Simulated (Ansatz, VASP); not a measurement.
# One calculation of Ga, two programs

```xyz
1
Lattice="0.0000 2.1015 2.1015 2.1015 0.0000 2.1015 2.1015 2.1015 0.0000" Properties=species:S:1:pos:R:3 pbc="T T T"
Ga    0.0000    0.0000    0.0000
```

Alike in both runs: task single point; functional LDA; k mesh 15 × 15 × 15; occupations fermi-dirac, width 0.1 eV; no spin polarisation.

|  | VASP | Ansatz |
| --- | --- | --- |
| version | VASP 6.6.1 | Ansatz 0.2.0 |
| potentials or method | VASP PAW LDA potentials, release 64 (Ga_d), cutoff 520 eV | plane waves (420 eV) with PAW, scalar-relativistic |
| valence electrons in the cell | 13 | 13 |

|  | VASP | Ansatz | Ansatz less VASP |
| --- | --- | --- | --- |
| pressure (GPa) | -4.5 | -4.4 | +0.06 |

Ansatz warns that its potentials were made for another functional, while VASP's fit it. LDA's correlation is that of Perdew and Zunger in VASP and of Perdew and Wang (1992) in Ansatz.
